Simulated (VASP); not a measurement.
# Y (P6_3/mmc) in VASP: a series of runs

Runs on Y. Level: r2SCAN. Tasks: single point.

Program: VASP 6.6.1. These are calculated values, not measurements. Logs are shortened: lines on timing, memory, paths and dates and some standing lists are left out, and cuts for length are marked.

## (1) The cell of the first run

It takes space group P6_3/mmc (No. 194, hexagonal). Conventional cell: a = 3.683 Å, b = 3.683 Å, c = 5.689 Å, α = 90.00°, β = 90.00°, γ = 120.00°. Within 4.7 Å of Y (site symmetry -6m2) lie 12 Y at 3.55 to 3.68 Å.

## (2) Single point, r2SCAN

POSCAR

```
Y
1.0
    3.6832745729      0.0000000029      0.0000000000
   -1.8416372890      3.1898093478      0.0000000000
    0.0000000000      0.0000000000      5.6891513637
Y
2
Direct
    0.3333333333      0.6666666667      0.2500000000
    0.6666666667      0.3333333333      0.7500000000
```

INCAR.step1

```
SYSTEM = Y
PREC = Accurate
ENCUT = 520
ISMEAR = 0
SIGMA = 0.1
LREAL = .FALSE.
LASPH = .TRUE.
NELM = 60
NBANDS = 18
GGA = PE
ALGO = Normal
EDIFF = 1E-4
LWAVE = .TRUE.
LCHARG = .FALSE.
```

INCAR.step2

```
SYSTEM = Y
PREC = Accurate
ENCUT = 520
EDIFF = 1E-6
ISMEAR = 0
SIGMA = 0.1
LREAL = .FALSE.
LASPH = .TRUE.
NELM = 60
ALGO = Normal
ISIF = 2
LWAVE = .FALSE.
LCHARG = .TRUE.
METAGGA = R2SCAN
LMIXTAU = .TRUE.
LELF = .TRUE.
LVHAR = .TRUE.
NBANDS = 18
ISTART = 1
```

KPOINTS

```
Automatic mesh
0
G
  12 12 6
  0 0 0
```

Potentials or basis: VASP PAW PBE potentials, release 64 (Y_sv).

Started as:

```console
cat potpaw_PBE.64/Y_sv/POTCAR > POTCAR
cp INCAR.step1 INCAR
mpirun -np 1 vasp_std > vasp.out
cp INCAR.step2 INCAR
mpirun -np 1 vasp_std > vasp.out
```

OUTCAR:

```text
SYSTEM = Y
   PREC = Accurate
   ENCUT = 520
   EDIFF = 1E-6
   ISMEAR = 0
   LREAL = .FALSE.
   LASPH = .TRUE.
   NELM = 60
   ISIF = 2
   METAGGA = R2SCAN
   ISTART = 1

 ion  position               nearest neighbor table
   1  0.333  0.667  0.250-   2 3.55   2 3.55   2 3.55   2 3.55   2 3.55   2 3.55
   2  0.667  0.333  0.750-   1 3.55   1 3.55   1 3.55   1 3.55   1 3.55   1 3.55

  LATTYP: Found a hexagonal cell.
 ALAT       =     3.6832745729
 C/A-ratio  =     1.5445906220

  Lattice vectors:

 A1 = (   3.6832745729,   0.0000000029,   0.0000000000)
 A2 = (  -1.8416372890,   3.1898093478,   0.0000000000)
 A3 = (   0.0000000000,   0.0000000000,   5.6891513637)

Analysis of symmetry for initial positions (statically):
=====================================================================
 Subroutine PRICEL returns:
 Original cell was already a primitive cell.

 Routine SETGRP: Setting up the symmetry group for a
 hexagonal supercell.

 Subroutine GETGRP returns: Found 24 space group operations
 (whereof 12 operations were pure point group operations)
 out of a pool of 24 trial point group operations.

The static configuration has the point symmetry D_3d.
 The point group associated with its full space group is D_6h.

Analysis of symmetry for dynamics (positions and initial velocities):
=====================================================================
 Subroutine PRICEL returns:
 Original cell was already a primitive cell.

 Routine SETGRP: Setting up the symmetry group for a
 hexagonal supercell.

 Subroutine GETGRP returns: Found 24 space group operations
 (whereof 12 operations were pure point group operations)
 out of a pool of 24 trial point group operations.

The dynamic configuration has the point symmetry D_3d.
 The point group associated with its full space group is D_6h.

 Subroutine INISYM returns: Found 24 space group operations
 (whereof 12 operations are pure point group operations),
 and found     1 'primitive' translations

----------------------------------------------------------------------------------------

                                     Primitive cell

  volume of cell :      66.8415

  direct lattice vectors                    reciprocal lattice vectors
     3.683274573  0.000000003  0.000000000     0.271497544  0.156749180  0.000000000
    -1.841637289  3.189809348  0.000000000    -0.000000000  0.313498360  0.000000000
     0.000000000  0.000000000  5.689151364     0.000000000  0.000000000  0.175773140

  length of vectors
     3.683274573  3.683274573  5.689151364     0.313498360  0.313498360  0.175773140

  position of ions in fractional coordinates (direct lattice)
     0.333333333  0.666666667  0.250000000
     0.666666667  0.333333333  0.750000000

  ion indices of the primitive-cell ions
   primitive index   ion index
                 1           1
                 2           2

----------------------------------------------------------------------------------------

 KPOINTS: Automatic mesh

Automatic generation of k-mesh.
 Grid dimensions read from file:
 generate k-points for:   12   12    6

 Generating k-lattice:

  Cartesian coordinates                     Fractional coordinates (reciprocal lattice)
     0.022624795  0.013062432  0.000000000     0.083333333  0.000000000  0.000000000
    -0.000000000  0.026124863  0.000000000     0.000000000  0.083333333  0.000000000
     0.000000000  0.000000000  0.029295523     0.000000000  0.000000000  0.166666667

  Length of vectors
     0.026124863  0.026124863  0.029295523

  Shift w.r.t. Gamma in fractional coordinates (k-lattice)
     0.000000000  0.000000000  0.000000000

 Subroutine IBZKPT returns following result:
 ===========================================

 Found     76 irreducible k-points:

 Following reciprocal coordinates:
            Coordinates               Weight
  0.000000  0.000000  0.000000      1.000000
  0.083333  0.000000  0.000000      6.000000
  0.166667  0.000000  0.000000      6.000000
  0.250000  0.000000  0.000000      6.000000
  0.333333  0.000000  0.000000      6.000000
  0.416667  0.000000  0.000000      6.000000
[... 16 lines left out ...]
  0.250000  0.000000  0.166667     12.000000
  0.333333  0.000000  0.166667     12.000000
 [... further k-points ...]
   k-points           NKPTS =     76   k-points in BZ     NKDIM =     76   number of bands    NBANDS=     18
   number of dos      NEDOS =    301   number of ions     NIONS =      2
   total plane-waves  NPLWV =  32928
   dimension x,y,z NGX =    28 NGY =   28 NGZ =   42
   dimension x,y,z NGXF=    56 NGYF=   56 NGZF=   84
   ions per type =               2
   NGX,Y,Z   is equivalent  to a cutoff of  12.64, 12.64, 12.27 a.u.
   NGXF,Y,Z  is equivalent  to a cutoff of  25.28, 25.28, 24.55 a.u.
 SYSTEM =  Y
   PREC   = accura    normal or accurate (medium, high low for compatibility)
   ISTART =      1    job   : 0-new  1-cont  2-samecut
   ICHARG =      0    charge: 1-file 2-atom 10-const
   ISPIN  =      1    spin polarized calculation?
   LNONCOLLINEAR =      F non collinear calculations
   LSORBIT =      F    spin-orbit coupling
   LASPH  =      T    aspherical Exc in radial PAW
   ENCUT  =  520.0 eV  38.22 Ry    6.18 a.u.   6.85  6.85 10.58*2*pi/ulx,y,z
   NELM   =     60;   NELMIN=  2; NELMDL=  0     # of ELM steps
   EDIFF  = 0.1E-05   stopping-criterion for ELM
   LREAL  =      F    real-space projection
   EDIFFG = 0.1E-04   stopping-criterion for IOM
   NSW    =      0    number of steps for IOM
   IBRION =     -1    ionic relax: 0-MD 1-quasi-New 2-CG
   NFREE  =      0    steps in history (QN), initial steepest desc. (CG)
   ISIF   =      2    stress and relaxation
   ISYM   =      2    0-nonsym 1-usesym 2-fastsym
   POTIM  = 0.5000    time-step for ionic-motion
   TEBEG  =    0.0;   TEEND  =   0.0 temperature during run
   PSTRESS=    0.0 pullay stress
   NELECT =      22.0000    total number of electrons
   NUPDOWN=      -1.0000    fix difference up-down
   EMIN   =  10.00;   EMAX   =-10.00  energy-range for DOS
   EFERMI =   0.00;   METHOD = LEGACY
   ISMEAR =     0;   SIGMA  =   0.10  broadening in eV -4-tet -1-fermi 0-gaus
   EFERMI_NEDOS =   21; number of points for ismear=-14 and -15
   IALGO  =     38    algorithm
   IMIX   =      4    mixing-type and parameters
     AMIX     =   0.40;   BMIX     =  1.00
     AMIX_MAG =   1.60;   BMIX_MAG =  1.00
  volume/ion in A,a.u.               =      33.42       225.53
  Fermi-wavevector in a.u.,A,eV,Ry     =   1.130317  2.135990 17.383030  1.277617
  Thomas-Fermi vector in A             =   2.267013
   LORBIT       =      0    0 simple, 1 ext, 2 COOP (PROOUT), +10 PAW based schemes
   METAGGA = R2SCAN    functional components
   LHFCALC =     F    Hartree Fock is set to
   AEXX    =    0.0000 exact exchange contribution
   IVDW    =     0    specifies the selected vdW correction
   LEPSILON=     F    determine dielectric tensor
   LRPA    =     F    only Hartree local field effects (RPA)
 non-spin polarized calculation
 Gauss-broadening in eV      SIGMA  =   0.10
  energy-cutoff  :      520.00
  volume of cell :       66.84
 maximum number of plane-waves:      1830
 NGX is ok and might be reduce to    28
   NGX = 13   NGY = 13   NGZ = 21

 number of electron      21.9999999 magnetization

 Free energy of the ion-electron system (eV)
  ---------------------------------------------------
  ext. energy  EPLUGINS =         0.00000000
  ---------------------------------------------------
  free energy    TOTEN  =       -40.55348026 eV

  energy without entropy =      -40.53763161  energy(sigma->0) =      -40.54555593

 E-fermi :   2.9422     XC(G=0):  -9.9969

 val. band max:        2.9274954273   @ k =   0.3333   0.0833   0.1667
 cond. band min:       2.9423777126   @ k =   0.2500   0.0000   0.3333
 fundamental gap:      0.0148822853
 Fermi energy:         2.9421553246

 k-point     1 :       0.0000    0.0000    0.0000
  band No.  band energies     occupation
      1     -41.2740      2.00000
      2     -41.1955      2.00000
      3     -20.9065      2.00000
      4     -20.4240      2.00000
      5     -20.4240      2.00000
      6     -20.3307      2.00000
[... 10 lines left out ...]
     17       5.9609      0.00000
     18       5.9609      0.00000

 k-point     2 :       0.0833    0.0000    0.0000
  band No.  band energies     occupation
      1     -41.2706      2.00000
      2     -41.1945      2.00000
      3     -20.8942      2.00000
      4     -20.4476      2.00000
      5     -20.4324      2.00000
      6     -20.3555      2.00000
[... 10 lines left out ...]
     17       5.7584      0.00000
     18       5.8130      0.00000

 k-point     3 :       0.1667    0.0000    0.0000
  band No.  band energies     occupation
      1     -41.2611      2.00000
      2     -41.1919      2.00000
      3     -20.8586      2.00000
      4     -20.5123      2.00000
      5     -20.4544      2.00000
      6     -20.4219      2.00000
[... 10 lines left out ...]
     17       6.0231      0.00000
     18       6.0848      0.00000

 k-point     4 :       0.2500    0.0000    0.0000
  band No.  band energies     occupation
      1     -41.2474      2.00000
      2     -41.1890      2.00000
      3     -20.8050      2.00000
      4     -20.6015      2.00000
      5     -20.5089      2.00000
      6     -20.4830      2.00000
[... 10 lines left out ...]
     17       6.5230      0.00000
     18       6.6705      0.00000

 k-point     5 :       0.3333    0.0000    0.0000
  band No.  band energies     occupation
      1     -41.2325      2.00000
      2     -41.1873      2.00000
      3     -20.7414      2.00000
      4     -20.6913      2.00000
      5     -20.5921      2.00000
      6     -20.5106      2.00000
[... 10 lines left out ...]
     17       7.1664      0.00000
     18       7.3847      0.00000

 k-point     6 :       0.4167    0.0000    0.0000
  band No.  band energies     occupation
      1     -41.2199      2.00000
      2     -41.1878      2.00000
      3     -20.7571      2.00000
      4     -20.6817      2.00000
      5     -20.6511      2.00000
      6     -20.5302      2.00000
[... 10 lines left out ...]
     17       8.0006      0.00000
     18       8.0945      0.00000

 k-point     7 :       0.5000    0.0000    0.0000
  band No.  band energies     occupation
      1     -41.2144      2.00000
      2     -41.1887      2.00000
      3     -20.7812      2.00000
      4     -20.6724      2.00000
      5     -20.6534      2.00000
      6     -20.5373      2.00000
[... 10 lines left out ...]
     17       8.5932      0.00000
     18       8.8039      0.00000

 k-point     8 :       0.0833    0.0833    0.0000
  band No.  band energies     occupation
      1     -41.2641      2.00000
      2     -41.1927      2.00000
      3     -20.8702      2.00000
      4     -20.4867      2.00000
      5     -20.4569      2.00000
      6     -20.3934      2.00000
[... 10 lines left out ...]
     17       5.8200      0.00000
     18       6.0332      0.00000
[... 229 lines left out ...]
     17       7.9648      0.00000
     18       8.3958      0.00000

 k-point    20 :       0.0000    0.0000    0.1667
  band No.  band energies     occupation
      1     -41.2688      2.00000
      2     -41.2008      2.00000
      3     -20.8680      2.00000
      4     -20.4178      2.00000
      5     -20.4178      2.00000
      6     -20.3411      2.00000
[... 10 lines left out ...]
     17       6.2725      0.00000
     18       6.2725      0.00000

 k-point    21 :       0.0833    0.0000    0.1667
  band No.  band energies     occupation
      1     -41.2655      2.00000
      2     -41.1996      2.00000
      3     -20.8580      2.00000
      4     -20.4401      2.00000
      5     -20.4258      2.00000
      6     -20.3800      2.00000
[... 10 lines left out ...]
     17       6.1866      0.00000
     18       6.2333      0.00000

 k-point    22 :       0.1667    0.0000    0.1667
  band No.  band energies     occupation
      1     -41.2565      2.00000
      2     -41.1966      2.00000
      3     -20.8307      2.00000
      4     -20.5010      2.00000
      5     -20.4509      2.00000
      6     -20.4469      2.00000
[... 10 lines left out ...]
     17       6.1810      0.00000
     18       6.3168      0.00000

 k-point    23 :       0.2500    0.0000    0.1667
  band No.  band energies     occupation
      1     -41.2435      2.00000
      2     -41.1929      2.00000
      3     -20.7954      2.00000
      4     -20.5813      2.00000
      5     -20.5357      2.00000
      6     -20.4745      2.00000
[... 10 lines left out ...]
     17       6.6273      0.00000
     18       6.6463      0.00000

 k-point    24 :       0.3333    0.0000    0.1667
  band No.  band energies     occupation
      1     -41.2295      2.00000
      2     -41.1904      2.00000
      3     -20.7784      2.00000
      4     -20.6486      2.00000
      5     -20.6030      2.00000
      6     -20.5011      2.00000
[... 10 lines left out ...]
     17       7.1816      0.00000
     18       7.2814      0.00000

 [... further k-points ...]
[... 5 lines left out ...]
  --------------------------------------------------------------------------------------
  -------------------------------------------------------------------------------------
  Total        0.0025064      0.0025064      0.0244701     -0.0000000     -0.0000000      0.0000000
  in kB        0.0600780      0.0600780      0.5865428     -0.0000000     -0.0000000      0.0000000
  external PRESSURE =       0.2355662 kB  Pullay stress =       0.0000000 kB

 VOLUME and BASIS-vectors are now :
 -----------------------------------------------------------------------------
  energy-cutoff  :      520.00
  volume of cell :       66.84
      direct lattice vectors                 reciprocal lattice vectors
     3.683274573  0.000000003  0.000000000     0.271497544  0.156749180  0.000000000
    -1.841637289  3.189809348  0.000000000    -0.000000000  0.313498360  0.000000000
     0.000000000  0.000000000  5.689151364     0.000000000  0.000000000  0.175773140

 POSITION                                       TOTAL-FORCE (eV/Angst)
 -----------------------------------------------------------------------------------
     -0.00000      2.12654      1.42229        -0.000000     -0.000000      0.000000
      1.84164      1.06327      4.26686         0.000000      0.000000      0.000000
 -----------------------------------------------------------------------------------
    total drift:                               -0.000000      0.000000     -0.000000

  FREE ENERGIE OF THE ION-ELECTRON SYSTEM (eV)
  ---------------------------------------------------
  free  energy   TOTEN  =       -40.5534802615 eV

  energy  without entropy=      -40.5376316060  energy(sigma->0) =      -40.54555593
```

Run time: 3.7 min. Hardware: 1 thread of Intel Xeon Platinum 8488C (Sapphire Rapids), shared host; peak memory 0.24 GiB.

What came out:

```
Free energy            : -40.5535 eV
Pressure               : 0.0 GPa
Band gap on the k mesh : zero (band 11 reaches 4.07 eV, above the bottom of band 12 at 2.38 eV)
```

Caveat: the PAW data sets were made with another functional, which shifts forces and pressure a little.

## (3) Single point, r2SCAN

This run uses another cell than the first one, of 33.67 Å³/atom, 1.008 times its volume.

POSCAR

```
Y
1.0
    3.6788265176      0.0000000029      0.0000000000
   -1.8394132613      3.1859572189      0.0000000000
    0.0000000000      0.0000000000      5.7461304946
Y
2
Direct
    0.3333333333      0.6666666667      0.2500000000
    0.6666666667      0.3333333333      0.7500000000
```

INCAR.step1

```
SYSTEM = Y
ALGO = Normal
EDIFF = 1E-4
ENCUT = 520
GGA = PE
ISMEAR = -1
LASPH = .TRUE.
LCHARG = .FALSE.
LREAL = .FALSE.
LWAVE = .TRUE.
NBANDS = 18
NELM = 100
PREC = Accurate
SIGMA = 0.15
```

INCAR.step2

```
SYSTEM = Y
ALGO = Normal
EDIFF = 1E-6
ENCUT = 520
ISIF = 2
ISMEAR = -1
ISTART = 1
LASPH = .TRUE.
LCHARG = .TRUE.
LELF = .TRUE.
LMIXTAU = .TRUE.
LREAL = .FALSE.
LVHAR = .TRUE.
LWAVE = .FALSE.
METAGGA = R2SCAN
NBANDS = 18
NELM = 100
PREC = Accurate
SIGMA = 0.15
```

KPOINTS

```
k-points
0
G
  12 12 6
  0 0 0
```

Potentials or basis: VASP PAW PBE potentials, release 64 (Y_sv).

Started as:

```console
cat potpaw_PBE.64/Y_sv/POTCAR > POTCAR
cp INCAR.step1 INCAR
mpirun -np 1 vasp_std > vasp.out
cp INCAR.step2 INCAR
mpirun -np 1 vasp_std > vasp.out
```

Run time: 3.7 min. Hardware: 1 thread of Intel Xeon Platinum 8488C (Sapphire Rapids), shared host; peak memory 0.25 GiB.

Results (log left out):

| Quantity | Value |
| --- | --- |
| Free energy | -40.6726 eV |
| Pressure | 0.0 GPa |
| Band gap on the k mesh | zero (band 11 reaches 3.99 eV, above the bottom of band 12 at 2.37 eV) |

Levels at points of the mesh, in eV from the Fermi level:
```csv
k point,band 9,band 10,band 11,band 12,band 13,band 14
"(0.00, 0.00, 0.00)",-4.88,-1.84,0.70,1.96,1.96,2.33
"(0.50, 0.00, 0.00)",-1.71,-1.16,-0.79,-0.26,1.49,1.68
"(0.00, 0.00, 0.50)",-3.40,-3.40,1.08,1.08,1.89,1.89
"(0.50, 0.00, 0.50)",-1.64,-1.64,0.09,0.09,1.35,1.35
```

Caveat: the PAW data sets were made with another functional, which shifts forces and pressure a little.
